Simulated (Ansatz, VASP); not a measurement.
One calculation of NiGe, two programs

```
CELL_PARAMETERS angstrom
0.00000 2.66311 2.66311
2.66311 0.00000 2.66311
2.66311 2.66311 0.00000
ATOMIC_POSITIONS crystal
Ni 0.00000 0.00000 0.00000
Ge 0.25000 0.25000 0.25000
```

Alike in both runs: functional PBE; k mesh 6 × 6 × 6; occupations gaussian, width 0.1 eV; no spin polarisation.

Ansatz relaxed the structure, and its values are those at the end. VASP's run is a single point on that final structure, the one shown.

|  | VASP | Ansatz |
| --- | --- | --- |
| version | VASP 6.6.1 | Ansatz 0.2.0 |
| potentials or method | VASP PAW PBE potentials, release 64 (Ni, Ge_d), cutoff 520 eV | scalar-relativistic, plane waves, PAW |
| valence electrons in the cell | 24 | 32 |

```csv
,VASP,Ansatz,Ansatz less VASP
gap on the k mesh at the Fermi level (eV),none,none,-
pressure (GPa),0.4,0.3,-0.14
```

A gap of «none» marks a metal or a gap that the smearing closes. VASP's potentials hold 24 valence electrons a cell and Ansatz's 32, so a difference there can come from the potentials and not from the codes.
